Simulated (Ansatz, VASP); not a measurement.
# MoS2: VASP beside Ansatz

```
Mo S
1.0
     1.58000    0.91221    6.15000
    -1.58000    0.91221    6.15000
     0.00000   -1.82443    6.15000
Mo S
1 2
Direct
  0.00000 0.00000 0.00000
  0.41700 0.41700 0.41700
  0.25000 0.25000 0.25000
```

Alike in both runs: functional PBEsol; k mesh 10 × 10 × 10; occupations fermi-dirac, width 0.05 eV; no spin polarisation; Hubbard terms Mo d U = 6.0 eV.

|  | VASP | Ansatz |
| --- | --- | --- |
| version | VASP 6.6.1 | Ansatz 0.2.0 |
| potentials or method | VASP PAW PBE potentials, release 64 (Mo_sv, S) | Ansatz PAW |
| plane-wave cutoff (eV) | 520 | 420 |
| valence electrons in the cell | 26 | 26 |
| task | single point | projected density of states |

```csv
,VASP,Ansatz,Ansatz less VASP
gap on the k mesh at the Fermi level (eV),0.98,0.88,-0.103
least direct gap on the mesh (eV),1.83,1.57,-0.257
pressure (GPa),4.2,0.5,-3.77
"traceless stress, the component that is largest in VASP (GPa)",2.19,1.55,-0.634
rms of the force components (eV/Å),0.309,0.097,-0.2120
```

VASP's potentials were made for PBE, not for PBEsol. The programs project onto different local orbitals, so the same U acts differently, and such runs can settle in different states. Atom by atom the forces differ by 0.216 eV/Å (rms over components).
